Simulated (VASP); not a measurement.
Al3Cu: single point with PBEsol

Al3Cu:

```xyz
4
Lattice="2.7526 0.0000 0.0000 0.0000 2.7526 0.0000 0.0000 0.0000 7.5207" Properties=species:S:1:pos:R:3 pbc="T T T"
Al    0.0000    0.0000    3.7604
Al    1.3763    1.3763    1.6702
Al    1.3763    1.3763    5.8505
Cu    0.0000    0.0000    0.0000
```

This cell differs from its parent crystal: volume scaled by 0.97, then relaxed in part.

* Program: VASP 6.6.1
* Task: single point
* Functional: PBEsol
* Potentials or basis: VASP PAW PBE potentials, release 64 (Al, Cu)
* Cutoff: 520 eV
* k mesh: 16 × 16 × 6
* Occupations: gaussian, width 0.1 eV
* Spin: no spin polarisation

The pressure is 3.4 GPa. The largest force is 0.022 eV/Å and the band gap on the k mesh is zero (band 10 reaches 13.03 eV, above the bottom of band 11 at 6.84 eV).

Forces in eV/Å, atoms in the order of the input:
```
Al   0.000  0.000  0.000
Al   0.000  0.000  0.022
Al   0.000  0.000 -0.022
Cu   0.000  0.000  0.000
```

Levels at points of the mesh, in eV from the Fermi level:
| k point | band 8 | band 9 | band 10 | band 11 | band 12 | band 13 |
| --- | --- | --- | --- | --- | --- | --- |
| (0.00, 0.00, 0.00) | -3.34 | -1.87 | 0.51 | 6.39 | 6.78 | 6.78 |
| (0.50, 0.00, 0.00) | -3.77 | -3.64 | -2.42 | -1.92 | 2.66 | 3.94 |
| (0.50, 0.50, 0.00) | -0.49 | -0.38 | 0.10 | 0.10 | 0.49 | 0.49 |
| (0.00, 0.00, 0.50) | -3.64 | -3.34 | 4.12 | 5.65 | 6.38 | 7.35 |
| (0.50, 0.00, 0.50) | -3.64 | -2.70 | -1.07 | -1.04 | 0.05 | 0.85 |
| (0.50, 0.50, 0.50) | -1.70 | -1.70 | -0.55 | -0.54 | 0.61 | 1.75 |

It took 2.3 min on 1 thread of Intel(R) Xeon(R) Platinum 8375C CPU @ 2.90GHz (Ice Lake), on a shared host, peak memory 0.29 GiB.

Caveat: the PAW data sets were made with another functional, which shifts forces and pressure a little.
